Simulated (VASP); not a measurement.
# Zn5Ga3N3O5 (P1) in VASP: further runs

Runs on Zn5Ga3N3O5. Level: PBEsol. Tasks: single point.

Program: VASP 6.6.1. These are calculated values, not measurements. Logs are shortened: lines on timing, memory, paths and dates and some standing lists are left out, and cuts for length are marked.

**1. The cell of the first run**

The typed cell holds 16 atoms: a = 6.429 Å, b = 5.567 Å, c = 5.205 Å, α = 90.00°, β = 90.00°, γ = 90.00°.

**2. Single point, PBEsol**

The input, INCAR:

```
SYSTEM = Zn5Ga3N3O5
  PREC = Accurate
  ENCUT = 700
  EDIFF = 1E-6
  ISMEAR = -1
  SIGMA = 0.05
  LREAL = Auto
  LASPH = .True.
  NELM = 120
  ALGO = Normal
  ISIF = 2
  LWAVE = .False.
  LCHARG = .False.
  GGA = PS
  NBANDS = 86
  ISYM = -1
  GGA_COMPAT = .False.
```

The input, KPOINTS:

```
explicit points
1
Reciprocal
  0.25000000   0.25000000   0.25000000 1
```

The input, POSCAR:

```
Zn5Ga3N3O5
1.0
    6.4287110000      0.0000000000      0.0000000000
    0.0000000000      5.5674270000      0.0000000000
    0.0000000000      0.0000000000      5.2049820000
Ga Zn O N
3 5 5 3
Direct
    0.2628920000      0.1611890000      0.4592600000
    0.0082500000      0.6741600000      0.5167710000
    0.4723700000      0.3135360000      0.0017040000
    0.7463270000      0.1868780000      0.4918020000
    0.4571780000      0.6678520000      0.4816820000
    0.0051780000      0.3306840000      0.0300720000
    0.2212830000      0.8297140000      0.0271890000
    0.7531970000      0.8147230000      0.9937960000
    0.9835920000      0.3402650000      0.3909470000
    0.2652560000      0.8443870000      0.3736010000
    0.9884240000      0.6789170000      0.8640080000
    0.7553940000      0.1857900000      0.8640910000
    0.5086640000      0.6611080000      0.8532280000
    0.5191640000      0.3420930000      0.3726090000
    0.7490100000      0.8517170000      0.3860010000
    0.2444190000      0.1850050000      0.8607890000
```

Potentials or basis: VASP PAW PBE potentials, release 64 (Ga_d, Zn, O, N).

On the command line:

```bash
$ cat potpaw_PBE.64/Ga_d/POTCAR potpaw_PBE.64/Zn/POTCAR potpaw_PBE.64/O/POTCAR potpaw_PBE.64/N/POTCAR > POTCAR
$ mpirun -np 1 vasp_std > vasp.out
```

OUTCAR:

```text
SYSTEM = Zn5Ga3N3O5
   PREC = Accurate
   ENCUT = 700
   EDIFF = 1E-6
   ISMEAR = -1
   LREAL = Auto
   LASPH = .True.
   NELM = 120
   ISIF = 2
   GGA = PS
   ISYM = -1

 ion  position               nearest neighbor table
   1  0.263  0.161  0.459-  10 1.82  14 1.98   9 2.08  16 2.10   3 2.86   7 2.92   6 2.94
   2  0.008  0.674  0.517-  11 1.81   9 1.98  10 2.05  15 2.05   5 2.89
   3  0.472  0.314  0.002-  16 1.79  14 1.96  12 2.08  13 2.10   1 2.86
   4  0.746  0.187  0.492-  14 1.81   9 1.83  12 1.94  15 1.95   6 3.03
   5  0.457  0.668  0.482-  10 1.67  14 1.94  13 1.96  15 2.19   2 2.89   7 2.95
   6  0.005  0.331  0.030-   9 1.88  16 1.95  12 1.99  11 2.13   1 2.94   4 3.03
   7  0.221  0.830  0.027-  10 1.83  11 1.91  16 2.16  13 2.26   1 2.92   5 2.95   8 3.02
   8  0.753  0.815  0.994-  11 1.82  13 1.93  15 2.05  12 2.17   7 3.02
   9  0.984  0.340  0.391-   4 1.83   6 1.88   2 1.98   1 2.08
  10  0.265  0.844  0.374-   5 1.67   1 1.82   7 1.83   2 2.05
  11  0.988  0.679  0.864-   2 1.81   8 1.82   7 1.91   6 2.13
  12  0.755  0.186  0.864-   4 1.94   6 1.99   3 2.08   8 2.17
  13  0.509  0.661  0.853-   8 1.93   5 1.96   3 2.10   7 2.26
  14  0.519  0.342  0.373-   4 1.81   5 1.94   3 1.96   1 1.98
  15  0.749  0.852  0.386-   4 1.95   8 2.05   2 2.05   5 2.19
  16  0.244  0.185  0.861-   3 1.79   6 1.95   1 2.10   7 2.16

IMPORTANT INFORMATION: All symmetrisations will be switched off!
NOSYMM: (Re-)initialisation of all symmetry stuff for point group C_1.

----------------------------------------------------------------------------------------

                                     Primitive cell

  volume of cell :     186.2935

  direct lattice vectors                    reciprocal lattice vectors
     6.428711000  0.000000000  0.000000000     0.155552178  0.000000000  0.000000000
     0.000000000  5.567427000  0.000000000     0.000000000  0.179616185  0.000000000
     0.000000000  0.000000000  5.204982000     0.000000000  0.000000000  0.192123623

  length of vectors
     6.428711000  5.567427000  5.204982000     0.155552178  0.179616185  0.192123623

  position of ions in fractional coordinates (direct lattice)
     0.262892000  0.161189000  0.459260000
     0.008250000  0.674160000  0.516771000
     0.472370000  0.313536000  0.001704000
     0.746327000  0.186878000  0.491802000
     0.457178000  0.667852000  0.481682000
     0.005178000  0.330684000  0.030072000
[... 8 lines left out ...]
     0.749010000  0.851717000  0.386001000
     0.244419000  0.185005000  0.860789000

  ion indices of the primitive-cell ions
   primitive index   ion index
[... 52 lines left out ...]
   ISIF   =      2    stress and relaxation
   ISYM   =     -1    0-nonsym 1-usesym 2-fastsym
   POTIM  = 0.5000    time-step for ionic-motion
   TEBEG  =    0.0;   TEEND  =   0.0 temperature during run
   PSTRESS=    0.0 pullay stress
   NELECT =     144.0000    total number of electrons
   NUPDOWN=      -1.0000    fix difference up-down
   EMIN   =  10.00;   EMAX   =-10.00  energy-range for DOS
   EFERMI =   0.00;   METHOD = LEGACY
   ISMEAR =    -1;   SIGMA  =   0.05  broadening in eV -4-tet -1-fermi 0-gaus
   EFERMI_NEDOS =   21; number of points for ismear=-14 and -15
   IALGO  =     38    algorithm
   IMIX   =      4    mixing-type and parameters
     AMIX     =   0.40;   BMIX     =  1.00
     AMIX_MAG =   1.60;   BMIX_MAG =  1.00
  volume/ion in A,a.u.               =      11.64        78.57
  Fermi-wavevector in a.u.,A,eV,Ry     =   1.502438  2.839195 30.712685  2.257319
  Thomas-Fermi vector in A             =   2.613678
   LORBIT       =      0    0 simple, 1 ext, 2 COOP (PROOUT), +10 PAW based schemes
   GGA     = PS    functional components
   LHFCALC =     F    Hartree Fock is set to
   AEXX    =    0.0000 exact exchange contribution
   IVDW    =     0    specifies the selected vdW correction
   LEPSILON=     F    determine dielectric tensor
   LRPA    =     F    only Hartree local field effects (RPA)
 non-spin polarized calculation
  energy-cutoff  :      700.00
  volume of cell :      186.29
 maximum number of plane-waves:      7839
 NGX is ok and might be reduce to    56
   NGX = 27   NGY = 25   NGZ = 23

 number of electron     144.0000016 magnetization

 Free energy of the ion-electron system (eV)
  ---------------------------------------------------
  ext. energy  EPLUGINS =         0.00000000
  ---------------------------------------------------
  free energy    TOTEN  =       -82.65355753 eV

  energy without entropy =      -82.65355752  energy(sigma->0) =      -82.65355752

 E-fermi :   4.1490     XC(G=0): -11.5261

 val. band max:        3.1646138771   @ k =   0.2500   0.2500   0.2500
 cond. band min:       5.1341044894   @ k =   0.2500   0.2500   0.2500
 fundamental gap:      1.9694906123
 Fermi energy:         4.1489944495

 k-point     1 :       0.2500    0.2500    0.2500
  band No.  band energies     occupation
      1     -18.1019      2.00000
      2     -16.4634      2.00000
      3     -16.2860      2.00000
      4     -14.1762      2.00000
      5     -13.9340      2.00000
      6     -11.9644      2.00000
[... 76 lines left out ...]
     83      10.3019      0.00000
     84      10.5766      0.00000
 [bands above 84 left out]

------------------------ aborting loop because EDIFF is reached ----------------------------------------

  FORCE on cell =-STRESS in cart. coord.  units (eV):
  Direction    XX          YY          ZZ          XY          YZ          ZX
  --------------------------------------------------------------------------------------
  -------------------------------------------------------------------------------------
  Total        8.1612805      4.9449379      8.0285195     -3.1741563     -1.4436750      3.3791179
  in kB       70.1893498     42.5278820     69.0475673    -27.2986532    -12.4160187     29.0613823
  external PRESSURE =      60.5882664 kB  Pullay stress =       0.0000000 kB

 VOLUME and BASIS-vectors are now :
 -----------------------------------------------------------------------------
  energy-cutoff  :      700.00
  volume of cell :      186.29
      direct lattice vectors                 reciprocal lattice vectors
     6.428711000  0.000000000  0.000000000     0.155552178  0.000000000  0.000000000
     0.000000000  5.567427000  0.000000000     0.000000000  0.179616185  0.000000000
     0.000000000  0.000000000  5.204982000     0.000000000  0.000000000  0.192123623

 POSITION                                       TOTAL-FORCE (eV/Angst)
 -----------------------------------------------------------------------------------
      1.69006      0.89741      2.39044         0.496984      2.920103      3.031108
      0.05304      3.75334      2.68978        -3.420847      0.742845     -1.678700
      3.03673      1.74559      0.00887         3.724482      1.605372     -0.248299
      4.79792      1.04043      2.55982        -0.620510     -2.442745      1.069501
      2.93907      3.71822      2.50715         6.556476     -3.001223      2.037404
      0.03329      1.84106      0.15652        -0.732153     -0.400986     -2.074198
[... 8 lines left out ...]
      4.81517      4.74187      2.00913         1.814515     -1.737696     -0.347894
      1.57130      1.03000      4.48039        -1.123076     -1.796145     -1.147033
 -----------------------------------------------------------------------------------
    total drift:                               -0.006555      0.003512      0.003361

  FREE ENERGIE OF THE ION-ELECTRON SYSTEM (eV)
  ---------------------------------------------------
  free  energy   TOTEN  =       -82.6535575293 eV

  energy  without entropy=      -82.6535575177  energy(sigma->0) =      -82.65355752
```

OSZICAR:

```text
N       E                     dE             d eps       ncg     rms          rms(c)
DAV:   1     0.222500448287E+04    0.22250E+04   -0.74493E+04   194   0.331E+03
DAV:   2     0.477839026028E+03   -0.17472E+04   -0.16393E+04   172   0.952E+02
DAV:   3    -0.320184031532E+02   -0.50986E+03   -0.48226E+03   194   0.335E+02
[... 12 lines left out ...]
DAV:  16    -0.826535554449E+02    0.61386E-05   -0.90463E-05   216   0.970E-02    0.234E-02
DAV:  17    -0.826535582207E+02   -0.27758E-05   -0.41912E-05   216   0.558E-02    0.148E-02
DAV:  18    -0.826535592428E+02   -0.10220E-05   -0.11061E-05   208   0.547E-02    0.105E-02
DAV:  19    -0.826535576562E+02    0.15866E-05   -0.29801E-06   144   0.186E-02    0.584E-03
DAV:  20    -0.826535575293E+02    0.12694E-06   -0.17977E-06   104   0.635E-03
   1 F= -.82653558E+02 E0= -.82653558E+02  d E =-.115891E-07
```

It took 46 s on 1 thread of AMD EPYC 9R45 (Zen 5), shared host; peak memory 0.31 GiB.

Results:

- Free energy: -82.6536 eV
- Pressure: 6.1 GPa
- Largest force: 7.493 eV/Å

Forces in eV/Å, atoms in the order of the input:
```
Ga   0.497  2.920  3.031
Ga  -3.421  0.743 -1.679
Ga   3.724  1.605 -0.248
Zn  -0.621 -2.443  1.070
Zn   6.556 -3.001  2.037
Zn  -0.732 -0.401 -2.074
Zn   1.202  0.897 -3.298
Zn  -1.963  1.799  1.625
O    3.609  1.489  0.361
O   -4.784  1.786 -0.156
O    2.088 -1.336  0.021
O   -1.160  0.107  1.431
O   -1.759 -0.876  1.261
N   -3.928  0.245 -1.885
N    1.815 -1.738 -0.348
N   -1.123 -1.796 -1.147
```

Stress tensor (GPa, compression positive):
```
 7.02 -2.73  2.91
-2.73  4.25 -1.24
 2.91 -1.24  6.90
```

Caveat: the cell stands under pressure; the PAW data sets were made with another functional, which shifts forces and pressure a little.

**3. Single point, PBEsol**

The input, INCAR:

```
  ALGO = Normal
  EDIFF = 1E-6
  ENCUT = 700
  GGA = PS
  GGA_COMPAT = F
  ISIF = 2
  ISMEAR = -1
  ISYM = -1
  LASPH = T
  LCHARG = T
  LELF = T
  LREAL = Auto
  LVHAR = T
  LWAVE = F
  NBANDS = 86
  NELM = 120
  PREC = Accurate
  SIGMA = 0.05
```

KPOINTS is that of step 2.

POSCAR is that of step 2.

Potentials or basis: VASP PAW PBE potentials, release 64 (Ga_d, Zn, O, N).

On the command line:

```bash
$ cat potpaw_PBE.64/Ga_d/POTCAR potpaw_PBE.64/Zn/POTCAR potpaw_PBE.64/O/POTCAR potpaw_PBE.64/N/POTCAR > POTCAR
$ mpirun -np 1 vasp_std > vasp.out
```

Run time: 49 s. Hardware: 1 thread of AMD EPYC 9R45 (Zen 5), shared host; peak memory 0.32 GiB.

Results (log left out):

| Quantity | Value |
| --- | --- |
| Free energy | -82.6536 eV |
| Pressure | 6.1 GPa |
| Largest force | 7.493 eV/Å |

Forces in eV/Å, atoms in the order of the input:
```
Ga   0.497  2.920  3.031
Ga  -3.421  0.743 -1.679
Ga   3.724  1.605 -0.248
Zn  -0.621 -2.443  1.070
Zn   6.556 -3.001  2.037
Zn  -0.732 -0.401 -2.074
Zn   1.202  0.897 -3.298
Zn  -1.963  1.799  1.625
O    3.609  1.489  0.361
O   -4.784  1.786 -0.156
O    2.088 -1.336  0.021
O   -1.160  0.107  1.431
O   -1.759 -0.876  1.261
N   -3.928  0.245 -1.885
N    1.815 -1.738 -0.348
N   -1.123 -1.796 -1.147
```

Stress tensor (GPa, compression positive):
```
 7.02 -2.73  2.91
-2.73  4.25 -1.24
 2.91 -1.24  6.90
```

Levels at points of the mesh, in eV from the Fermi level:
```tsv
k point	band 68	band 69	band 70	band 71	band 72	band 73	band 74	band 75	band 76	band 77
(0.25, 0.25, 0.25)	-2.06	-1.94	-1.65	-1.30	-0.98	0.99	2.36	2.83	3.26	3.88
```

Caveat: the cell stands under pressure; the PAW data sets were made with another functional, which shifts forces and pressure a little.
